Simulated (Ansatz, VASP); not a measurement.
Zn in VASP and in Ansatz

File INCAR:

```
PREC = Accurate
ENCUT = 600
EDIFF = 1E-6
ISMEAR = 0
SIGMA = 0.1
LREAL = F
LASPH = T
NELM = 100
ALGO = Fast
ISIF = 3
LWAVE = F
LCHARG = F
GGA = PS
IBRION = 2
NSW = 80
EDIFFG = -0.05
```

The input KPOINTS:

```
regular mesh
0
Gamma
  12 12 6
```

File POSCAR:

```
Zn
1.0
    2.3913135891      0.0000000000      0.0000000000
   -1.1956567945      2.0709383166      0.0000000000
    0.0000000000      0.0000000000      3.9053927956
Zn
2
Direct
    0.3333333333      0.6666666667      0.2500000000
    0.6666666667      0.3333333333      0.7500000000
```

Input for Ansatz:

```yaml
crystal:
  lattice:
    - [2.3913135891, 0.0, 0.0]
    - [-1.1956567945, 2.0709383166, 0.0]
    - [0.0, 0.0, 3.9053927956]
  atoms:
    - { symbol: Zn, position: [0.3333333333, 0.6666666667, 0.25] }
    - { symbol: Zn, position: [0.6666666667, 0.3333333333, 0.75] }
basis:
  ecutwfc: 420
kpoints:
  mp_grid: { grid: [12, 12, 6] }
hamiltonian:
  xc: pbesol
scf:
  occupations: { method: gaussian, width: 0.1 }
output:
  forces: true
  stress: true
  eigenvalues: true
relax:
  adjacent_minimum: "off"
  f_tol: 0.05
  max_steps: 60
  cell: { stress_tol: 0.5 }
```

Alike in both runs: task relaxation of cell and atoms; functional PBEsol; k mesh 12 × 12 × 6; occupations gaussian, width 0.1 eV; no spin polarisation.

```csv
,VASP,Ansatz
version,VASP 6.6.1,Ansatz 0.2.0
potentials or method,"VASP PAW PBE potentials, release 64 (Zn), cutoff 600 eV","scalar-relativistic, plane waves, PAW"
valence electrons in the cell,24,24
```

|  | VASP | Ansatz | Ansatz less VASP |
| --- | --- | --- | --- |
| gap on the k mesh at the Fermi level, each at its own relaxed structure (eV) | none | none | - |
| relaxed volume (Å³/atom) | 13.93 | 13.92 | -0.011 |
| relaxed cell length with the largest relative difference (Å) | 4.380 | 4.375 | -0.0053 |

VASP's potentials were made for PBE, not for PBEsol. A gap of «none» marks a metal or a gap that the smearing closes.

Noted on VASP's run: the volume moved by over 15 % at a fixed basis, so the end points are rough.
